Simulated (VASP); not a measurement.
# Si2Mo (I4/mmm) in VASP: notebook

Si2Mo is run at these levels: PBEsol; tasks: relaxation of cell and atoms, single point.

Everything below comes from runs of VASP 6.6.1. Logs are shortened: lines on timing, memory, paths and dates and some standing lists are left out, and cuts for length are marked.

**1. The cell of the first run**

The structure is tetragonal, space group I4/mmm (No. 139). The conventional cell has a = 3.166 Å, b = 3.166 Å, c = 7.767 Å, α = 90.00°, β = 90.00°, γ = 90.00°. Within 3.4 Å of Si (site symmetry 4mm) lie 9 Si at 2.56 to 3.17 Å and 5 Mo at 2.58 to 2.60 Å. Within 3.4 Å of Mo (site symmetry 4/mmm) lie 10 Si at 2.58 to 2.60 Å and 4 Mo at 3.17 Å.

**2. Relaxation of cell and atoms, PBEsol, target pressure 5 GPa, at which the enthalpy is minimised**

INCAR reads:

```
SYSTEM = Si2Mo
PREC = Accurate ; ENCUT = 600
EDIFF = 1E-7 ; ISMEAR = 0
SIGMA = 0.1 ; LREAL = .False.
LASPH = .True. ; NELM = 100
ALGO = Normal ; ISIF = 3
LWAVE = .False. ; LCHARG = .False.
GGA = PS ; IBRION = 2
NSW = 70 ; EDIFFG = -0.008
PSTRESS = 50.0
```

KPOINTS reads:

```
regular mesh
0
Gamma
  18 18 18
  0 0 0
```

POSCAR reads:

```
Si2Mo
1.0
   -1.5830146308      1.5830146308      3.8835397315
    1.5830146308     -1.5830146308      3.8835397315
    1.5830146308      1.5830146308     -3.8835397315
Si Mo
2 1
Direct
    0.3349247576      0.3349247576      0.0000000000
    0.6650752424      0.6650752424      0.0000000000
    0.0000000000      0.0000000000      0.0000000000
```

Potentials or basis: VASP PAW PBE potentials, release 64 (Si, Mo_sv).

The run is started by

```bash
$ cat potpaw_PBE.64/Si/POTCAR potpaw_PBE.64/Mo_sv/POTCAR > POTCAR
$ mpirun -np 1 vasp_std > vasp.out
```

OUTCAR:

```text
SYSTEM = Si2Mo
   PREC = Accurate
   ENCUT = 600
   EDIFF = 1E-7
   ISMEAR = 0
   LREAL = .False.
   LASPH = .True.
   NELM = 100
   ISIF = 3
   GGA = PS
   IBRION = 2
   NSW = 70
   EDIFFG = -0.008
   PSTRESS = 50.0

 ion  position               nearest neighbor table
   1  0.335  0.335  0.000-   2 2.56   3 2.58   3 2.58   3 2.58   3 2.58   2 2.60   2 2.60   2 2.60
                             2 2.60   3 2.60
   2  0.665  0.665  0.000-   1 2.56   3 2.58   3 2.58   3 2.58   3 2.58   1 2.60   1 2.60   1 2.60
                             1 2.60   3 2.60
   3  0.000  0.000  0.000-   2 2.58   2 2.58   2 2.58   1 2.58   2 2.58   1 2.58   1 2.58   1 2.58
                             1 2.60   2 2.60

  LATTYP: Found a body centered tetragonal cell.
 ALAT       =     3.1660292616
 C/A-ratio  =     2.4532557413

  Lattice vectors:

 A1 = (  -1.5830146308,   1.5830146308,   3.8835397315)
 A2 = (   1.5830146308,  -1.5830146308,   3.8835397315)
 A3 = (   1.5830146308,   1.5830146308,  -3.8835397315)

Analysis of symmetry for initial positions (statically):
=====================================================================
 Subroutine PRICEL returns:
 Original cell was already a primitive cell.

 Routine SETGRP: Setting up the symmetry group for a
 body centered tetragonal supercell.

 Subroutine GETGRP returns: Found 16 space group operations
 (whereof 16 operations were pure point group operations)
 out of a pool of 16 trial point group operations.

The static configuration has the point symmetry D_4h.

Analysis of symmetry for dynamics (positions and initial velocities):
=====================================================================
 Subroutine PRICEL returns:
 Original cell was already a primitive cell.

 Routine SETGRP: Setting up the symmetry group for a
 body centered tetragonal supercell.

 Subroutine GETGRP returns: Found 16 space group operations
 (whereof 16 operations were pure point group operations)
 out of a pool of 16 trial point group operations.

The dynamic configuration has the point symmetry D_4h.

 Subroutine INISYM returns: Found 16 space group operations
 (whereof 16 operations are pure point group operations),
 and found     1 'primitive' translations

----------------------------------------------------------------------------------------

                                     Primitive cell

  volume of cell :      38.9276

  direct lattice vectors                    reciprocal lattice vectors
    -1.583014631  1.583014631  3.883539731     0.000000000  0.315853050  0.128748522
     1.583014631 -1.583014631  3.883539731     0.315853050  0.000000000  0.128748522
     1.583014631  1.583014631 -3.883539731     0.315853050  0.315853050  0.000000000

  length of vectors
     4.482605435  4.482605435  4.482605435     0.341085519  0.341085519  0.446683668

  position of ions in fractional coordinates (direct lattice)
     0.334924758  0.334924758  0.000000000
     0.665075242  0.665075242  0.000000000
     0.000000000  0.000000000  0.000000000

  ion indices of the primitive-cell ions
   primitive index   ion index
                 1           1
                 2           2
                 3           3

----------------------------------------------------------------------------------------

 KPOINTS: regular mesh

Automatic generation of k-mesh.
 Grid dimensions read from file:
 generate k-points for:   18   18   18

 Generating k-lattice:

  Cartesian coordinates                     Fractional coordinates (reciprocal lattice)
     0.000000000  0.017547392  0.007152696     0.055555556  0.000000000  0.000000000
     0.017547392  0.000000000  0.007152696     0.000000000  0.055555556  0.000000000
     0.017547392  0.017547392  0.000000000     0.000000000  0.000000000  0.055555556

  Length of vectors
     0.018949196  0.018949196  0.024815759

  Shift w.r.t. Gamma in fractional coordinates (k-lattice)
     0.000000000  0.000000000  0.000000000

 Subroutine IBZKPT returns following result:
 ===========================================

 Found    480 irreducible k-points:

 Following reciprocal coordinates:
            Coordinates               Weight
  0.000000  0.000000  0.000000      1.000000
  0.055556 -0.000000  0.000000      8.000000
  0.111111 -0.000000  0.000000      8.000000
  0.166667 -0.000000  0.000000      8.000000
  0.222222 -0.000000  0.000000      8.000000
  0.277778 -0.000000  0.000000      8.000000
[... 16 lines left out ...]
 -0.277778  0.055556 -0.000000     16.000000
 -0.222222  0.055556  0.000000     16.000000
 [... further k-points ...]
   k-points           NKPTS =    480   k-points in BZ     NKDIM =    480   number of bands    NBANDS=     15
   number of dos      NEDOS =    301   number of ions     NIONS =      3
   total plane-waves  NPLWV =  46656
   dimension x,y,z NGX =    36 NGY =   36 NGZ =   36
   dimension x,y,z NGXF=    72 NGYF=   72 NGZF=   72
   ions per type =               2   1
   NGX,Y,Z   is equivalent  to a cutoff of  13.35, 13.35, 13.35 a.u.
   NGXF,Y,Z  is equivalent  to a cutoff of  26.70, 26.70, 26.70 a.u.
 SYSTEM =  Si2Mo
   PREC   = accura    normal or accurate (medium, high low for compatibility)
   ISTART =      0    job   : 0-new  1-cont  2-samecut
   ICHARG =      2    charge: 1-file 2-atom 10-const
   ISPIN  =      1    spin polarized calculation?
   LNONCOLLINEAR =      F non collinear calculations
   LSORBIT =      F    spin-orbit coupling
   LASPH  =      T    aspherical Exc in radial PAW
   ENCUT  =  600.0 eV  44.10 Ry    6.64 a.u.   8.95  8.95  8.95*2*pi/ulx,y,z
   NELM   =    100;   NELMIN=  2; NELMDL= -5     # of ELM steps
   EDIFF  = 0.1E-06   stopping-criterion for ELM
   LREAL  =      F    real-space projection
   EDIFFG = -.8E-02   stopping-criterion for IOM
   NSW    =     70    number of steps for IOM
   IBRION =      2    ionic relax: 0-MD 1-quasi-New 2-CG
   NFREE  =      1    steps in history (QN), initial steepest desc. (CG)
   ISIF   =      3    stress and relaxation
   ISYM   =      2    0-nonsym 1-usesym 2-fastsym
   POTIM  = 0.5000    time-step for ionic-motion
   TEBEG  =    0.0;   TEEND  =   0.0 temperature during run
   PSTRESS=   50.0 pullay stress
   NELECT =      22.0000    total number of electrons
   NUPDOWN=      -1.0000    fix difference up-down
   EMIN   =  10.00;   EMAX   =-10.00  energy-range for DOS
   EFERMI =   0.00;   METHOD = LEGACY
   ISMEAR =     0;   SIGMA  =   0.10  broadening in eV -4-tet -1-fermi 0-gaus
   EFERMI_NEDOS =   21; number of points for ismear=-14 and -15
   IALGO  =     38    algorithm
   IMIX   =      4    mixing-type and parameters
     AMIX     =   0.40;   BMIX     =  1.00
     AMIX_MAG =   1.60;   BMIX_MAG =  1.00
  volume/ion in A,a.u.               =      12.98        87.57
  Fermi-wavevector in a.u.,A,eV,Ry     =   1.353515  2.557773 24.925926  1.832004
  Thomas-Fermi vector in A             =   2.480764
   LORBIT       =      0    0 simple, 1 ext, 2 COOP (PROOUT), +10 PAW based schemes
   GGA     = PS    functional components
   LHFCALC =     F    Hartree Fock is set to
   AEXX    =    0.0000 exact exchange contribution
   IVDW    =     0    specifies the selected vdW correction
   LEPSILON=     F    determine dielectric tensor
   LRPA    =     F    only Hartree local field effects (RPA)
 conjugate gradient relaxation of ions
 non-spin polarized calculation
 Gauss-broadening in eV      SIGMA  =   0.10
  energy-cutoff  :      600.00
  volume of cell :       38.93
 maximum number of plane-waves:      1322
   NGX = 17   NGY = 17   NGZ = 17

--------------------------------------- Ionic step        1  -------------------------------------------

 number of electron      22.0000000 magnetization

 Free energy of the ion-electron system (eV)
  ---------------------------------------------------
  ext. energy  EPLUGINS =         0.00000000
  ---------------------------------------------------
  free energy    TOTEN  =       -25.06408663 eV

  energy without entropy =      -25.06289781  energy(sigma->0) =      -25.06349222

------------------------ aborting loop because EDIFF is reached ----------------------------------------

  FORCE on cell =-STRESS in cart. coord.  units (eV):
  Direction    XX          YY          ZZ          XY          YZ          ZX
  --------------------------------------------------------------------------------------
  -------------------------------------------------------------------------------------
  Total        1.3064803      1.3064803      1.3955425      0.0000000     -0.0000000     -0.0000000
  in kB       53.7719589     53.7719589     57.4375671      0.0000000     -0.0000000     -0.0000000
  external PRESSURE =       4.9938283 kB  Pullay stress =      50.0000000 kB
[... 141 lines left out ...]
  enthalpy is  TOTEN    =       -23.8494184274 eV   P V=        1.2174735061

--------------------------------------- Ionic step        5  -------------------------------------------

 number of electron      22.0000000 magnetization

 Free energy of the ion-electron system (eV)
  ---------------------------------------------------
  ext. energy  EPLUGINS =         0.00000000
  ---------------------------------------------------
  free energy    TOTEN  =       -25.06651708 eV

  energy without entropy =      -25.06533505  energy(sigma->0) =      -25.06592606

 E-fermi :  12.6510     XC(G=0): -12.6592

 val. band max:       12.5930705248   @ k =  -0.4444  -0.4444   0.4444
 cond. band min:      12.6561990864   @ k =  -0.4444  -0.4444   0.2778
 fundamental gap:      0.0631285615
 Fermi energy:        12.6510211317

 k-point     1 :       0.0000    0.0000    0.0000
  band No.  band energies     occupation
      1     -47.9332      2.00000
      2     -22.1421      2.00000
      3     -22.0417      2.00000
      4     -22.0417      2.00000
      5      -1.0165      2.00000
      6       6.0543      2.00000
      7       9.2659      2.00000
      8       9.4131      2.00000
      9       9.9490      2.00000
     10       9.9490      2.00000
     11      13.0534      0.00000
     12      15.6947      0.00000
     13      16.0089      0.00000
     14      16.2957      0.00000
     15      16.2957      0.00000
[... 397 lines left out ...]
 k-point    24 :      -0.2222    0.0556    0.0000
  band No.  band energies     occupation
      1     -47.9236      2.00000
      2     -22.1635      2.00000
      3     -22.1307      2.00000
      4     -22.0389      2.00000
      5      -0.1242      2.00000
      6       6.1753      2.00000
      7       7.4626      2.00000
      8       9.2969      2.00000
      9       9.9558      2.00000
     10      10.7855      2.00000
     11      11.3120      2.00000
     12      14.5951      0.00000
     13      15.0164      0.00000
     14      16.8401      0.00000
     15      17.1423      0.00000

 [... further k-points ...]
[... 5 lines left out ...]
  --------------------------------------------------------------------------------------
  -------------------------------------------------------------------------------------
  Total        1.2210851      1.2210851      1.2088012      0.0000000      0.0000000      0.0000000
  in kB       50.1644425     50.1644425     49.6597997      0.0000000      0.0000000      0.0000000
  external PRESSURE =      -0.0037718 kB  Pullay stress =      50.0000000 kB
[... 18 lines left out ...]
  FREE ENERGIE OF THE ION-ELECTRON SYSTEM (eV)
  ---------------------------------------------------
  free  energy   TOTEN  =       -25.0665170789 eV

  energy  without entropy=      -25.0653350499  energy(sigma->0) =      -25.06592606

  enthalpy is  TOTEN    =       -23.8494348159 eV   P V=        1.2170822630

 reached required accuracy - stopping structural energy minimisation
```

It took 22 min on 1 thread of Intel Xeon 8259CL, shared host; peak memory 0.49 GiB.

Results:

```
Free energy                                                : -25.0665 eV
Relaxed volume                                             : 13.00 Å³/atom
Relaxed cell                                               : a = 4.487 Å, b = 4.487 Å, c = 4.487 Å, α = 138.67°, β = 138.67°, γ = 59.88°
Space group after relaxing (to 0.1 Å)                      : I4/mmm (No. 139)
Energy change on relaxing (the run minimises the enthalpy) : -0.8 meV/atom
Ionic steps                                                : 5
Pressure after relaxing                                    : 5.0 GPa
Band gap on the k mesh                                     : zero (bands 11 and 12 overlap by 0.97 eV)
```

Step by step:
| step | energy change (eV) | largest force (eV/Å) | pressure (GPa) | volume (Å³) |
| --- | --- | --- | --- | --- |
| 1 | 0.0000 | 0.0359 | 5.50 | 38.93 |
| 2 | -0.0068 | 0.0154 | 4.02 | 39.16 |
| 3 | -0.0028 | 0.0170 | 4.95 | 39.01 |
| 4 | -0.0028 | 0.0166 | 4.95 | 39.01 |
| 5 | -0.0024 | 0.0014 | 5.00 | 39.00 |

Final structure:
```
Si Mo
1.0
    -1.58356    1.58356    3.88805
     1.58356   -1.58356    3.88805
     1.58356    1.58356   -3.88805
Si Mo
2 1
Direct
  0.33474 0.33474 0.00000
  0.66526 0.66526 0.00000
  0.00000 0.00000 0.00000
```

Caveat: the cell is relaxed towards a set pressure, so the run minimises the enthalpy, not the energy; the PAW data sets were made with another functional, which shifts forces and pressure a little.

**3. Single point, PBEsol**

This run uses another cell than the first one, of 13.27 Å³/atom.

INCAR reads:

```
SYSTEM = Si2Mo
PREC = Accurate ; ENCUT = 520
EDIFF = 1E-7 ; ISMEAR = 0
SIGMA = 0.1 ; LREAL = .False.
LASPH = .True. ; NELM = 60
ALGO = Normal ; ISIF = 2
LWAVE = .False. ; LCHARG = .True.
GGA = PS ; LELF = .True.
LVHAR = .True. ; NBANDS = 18
ISYM = 0
```

KPOINTS reads:

```
regular mesh
0
Gamma
  11 11 9
  0 0 0
```

POSCAR reads:

```
Si2Mo
1.0
    3.1900700819      0.0000000000      0.0000000000
    0.0000000000      3.1900700819      0.0000000000
    1.5950350410     -1.5950350410      3.9106920460
Si Mo
2 1
Direct
    0.6649403282      0.3350596718      0.6701193435
    0.3350596718      0.6649403282      0.3298806565
    0.0000000000      0.0000000000      0.0000000000
```

Potentials or basis: VASP PAW PBE potentials, release 64 (Si, Mo_sv).

The run is started by

```bash
$ cat potpaw_PBE.64/Si/POTCAR potpaw_PBE.64/Mo_sv/POTCAR > POTCAR
$ mpirun -np 1 vasp_std > vasp.out
```

Wall time 3.1 min (1 thread of Intel Xeon Platinum 8488C (Sapphire Rapids), shared host); peak memory 0.44 GiB.

The run converged. Its results:

| Item | Value |
| --- | --- |
| Free energy | -25.0785 eV |
| Pressure | 0.4 GPa |
| Band gap on the k mesh | zero (bands 11 and 12 overlap by 0.85 eV) |

Levels at points of the mesh, in eV from the Fermi level:
| k point | band 7 | band 8 | band 9 | band 10 | band 11 | band 12 | band 13 | band 14 | band 15 | band 16 |
| --- | --- | --- | --- | --- | --- | --- | --- | --- | --- | --- |
| (0.00, 0.00, 0.00) | -3.36 | -3.11 | -2.61 | -2.61 | 0.42 | 3.16 | 3.27 | 3.59 | 3.59 | 4.17 |

Caveat: the PAW data sets were made with another functional, which shifts forces and pressure a little.
